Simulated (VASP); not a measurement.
# P: single point with PBEsol

Crystal: P.

```
CELL_PARAMETERS angstrom
-1.70289 2.41226 1.71071
1.70289 -2.41226 1.71071
1.70289 2.41226 -1.71071
ATOMIC_POSITIONS crystal
P 0.77103 0.02103 0.75000
P 0.22897 0.97897 0.25000
```

| Quantity | Value |
| --- | --- |
| Program | VASP 6.6.1 |
| Task | single point |
| Functional | PBEsol |
| Potentials or basis | VASP PAW PBE potentials, release 64 (P) |
| Cutoff | 520 eV |
| k mesh | 16 × 16 × 16 |
| Occupations | gaussian, width 0.1 eV |
| Spin | no spin polarisation |

| Quantity | Value |
| --- | --- |
| Pressure | 3.0 GPa |
| Largest force | 0.020 eV/Å |
| Band gap on the k mesh | zero (bands 5 and 6 overlap by 1.94 eV) |

Forces on the atoms (eV/Å):
```
P    0.000  0.000  0.020
P    0.000  0.000 -0.020
```

Levels at points of the mesh, in eV from the Fermi level:
```
           k point  band 3  band 4  band 5  band 6  band 7  band 8
(0.00, 0.00, 0.00)   -2.41   -2.34   -1.39    3.65    3.67    4.34
(0.50, 0.00, 0.00)   -2.37   -1.59   -1.56   -0.80    1.01    1.74
(0.00, 0.50, 0.00)   -7.35   -5.65   -5.62    0.39    8.07    8.10
(0.50, 0.50, 0.00)   -2.23   -2.23   -0.91   -0.91    1.30    1.30
(0.50, 0.50, 0.50)   -7.57   -5.68   -5.57    0.30    8.01    8.26
```

Wall time 2.7 min on 1 thread of AMD EPYC 7R13 Processor (Zen 3), on a shared host, peak memory 0.24 GiB.

Caveat: the PAW data sets were made with another functional, which shifts forces and pressure a little.
